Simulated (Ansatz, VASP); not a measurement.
# Two plane-wave programs on PbO

```
Pb O
1.0
     3.78907    0.00000    0.00000
     0.00000    3.78907    0.00000
     0.00000    0.00000    5.23980
Pb O
2 2
Direct
  0.00000 0.50000 0.25200
  0.50000 0.00000 0.74800
  0.00000 0.00000 0.00000
  0.50000 0.50000 0.00000
```

Alike in both runs: task single point; functional PBE; k mesh 8 × 8 × 6; occupations gaussian, width 0.02 eV; no spin polarisation.

```csv
,VASP,Ansatz
version,VASP 6.6.1,Ansatz 0.2.0
potentials or method,"VASP PAW PBE potentials, release 64 (Pb_d, O), cutoff 520 eV","scalar-relativistic, plane waves, PAW"
valence electrons in the cell,40,40
```

|  | VASP | Ansatz | Ansatz less VASP |
| --- | --- | --- | --- |
| gap on the k mesh at the Fermi level (eV) | 0.44 | 0.44 | -0.006 |
| least direct gap on the mesh (eV) | 1.28 | 1.28 | +0.005 |
| pressure (GPa) | 5.8 | 5.8 | -0.06 |
| traceless stress, the component that is largest in VASP (GPa) | -7.07 | -7.08 | -0.001 |
| rms of the force components (eV/Å) | 0.366 | 0.381 | +0.0157 |

Atom by atom the forces differ by 0.016 eV/Å (rms over components). With one functional, cell and mesh, what is left measures potentials, basis and numerics.

Spin-orbit coupling is off throughout.
